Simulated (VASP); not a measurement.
Wanted: the native input for a VASP 6.6.1 run.

```
Task                   : single point
Functional             : LDA
Potentials or basis    : VASP PAW LDA potentials, release 64 (Nb_sv, Cd_sv_GW)
Cutoff                 : 540 eV
k mesh                 : 10 × 10 × 10
Occupations            : gaussian, width 0.1 eV
Spin                   : no spin polarisation
Dipole correction      : no
Further INCAR settings : ALGO = Normal; EDIFF = 1e-06; NBANDS = 44
```

The structure of NbCd3 lies in POSCAR:

```
NbCd3
1.0
    4.1843457878      0.0000000000      0.0000000000
    0.0000000000      4.1843457878      0.0000000000
    0.0000000000      0.0000000000      4.1843457878
Nb Cd
1 3
Direct
    0.0000000000      0.0000000000      0.0000000000
    0.0000000000      0.5000000000      0.5000000000
    0.5000000000      0.0000000000      0.5000000000
    0.5000000000      0.5000000000      0.0000000000
```

One way to write it, as run:

INCAR

```
ALGO = Normal
EDIFF = 1E-6
ENCUT = 540
GGA_COMPAT = F
ISIF = 2
ISMEAR = 0
LASPH = T
LCHARG = F
LREAL = F
LWAVE = F
NBANDS = 44
NELM = 120
PREC = Accurate
SIGMA = 0.1
```

KPOINTS

```
k-points
0
Gamma
  10 10 10
```

Potentials or basis: VASP PAW LDA potentials, release 64 (Nb_sv, Cd_sv_GW).

Command:

```bash
$ cat potpaw_LDA.64/Nb_sv/POTCAR potpaw_LDA.64/Cd_sv_GW/POTCAR > POTCAR
$ mpirun -np 1 vasp_std > vasp.out
```

Results of the run:

| Quantity | Value |
| --- | --- |
| Pressure | -1.7 GPa |
| Band gap on the k mesh | zero (an odd number of electrons rules out a gap without spin polarisation) |

Wall time 89 s on 1 thread of AMD EPYC 9R45 96-Core Processor (Zen 5) (shared host), peak memory 0.26 GiB.
